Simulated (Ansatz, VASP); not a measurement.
# BaTiO3 in VASP and in Ansatz

```
Ba Ti O
1.0
     3.91273    0.00000    0.00000
     0.00000    3.97232    0.00000
     0.00000    0.00000    4.11238
Ba Ti O
1 1 3
Direct
  0.00000 0.00000 0.99261
  0.50000 0.50000 0.47453
  0.50000 0.50000 0.03157
  0.50000 0.00000 0.51464
  0.00000 0.50000 0.51464
```

Change from the starting cell: strain -0.0150 x Voigt [1, 0, 0, 0, 0, 0], atoms carried along.

Alike in both runs: task single point; functional r2SCAN; k mesh 8 × 8 × 8; occupations gaussian, width 0.05 eV; no spin polarisation.

```csv
,VASP,Ansatz
version,VASP 6.6.1,Ansatz 0.2.0
potentials or method,"VASP PAW PBE potentials, release 64 (Ba_sv, Ti_sv, O), cutoff 520 eV","scalar-relativistic, plane waves, PAW"
valence electrons in the cell,40,40
```

```tsv
	VASP	Ansatz	Ansatz less VASP
gap on the k mesh at the Fermi level (eV)	2.24	2.26	+0.019
least direct gap on the mesh (eV)	2.75	2.74	-0.010
pressure (GPa)	4.8	2.8	-2.03
traceless stress, the component that is largest in VASP (GPa)	2.17	2.15	-0.021
rms of the force components (eV/Å)	0.076	0.025	-0.0516
```

VASP's potentials were made for PBE, not for r2SCAN. Atom by atom the forces differ by 0.059 eV/Å (rms over components).

Spin-orbit coupling is off throughout.
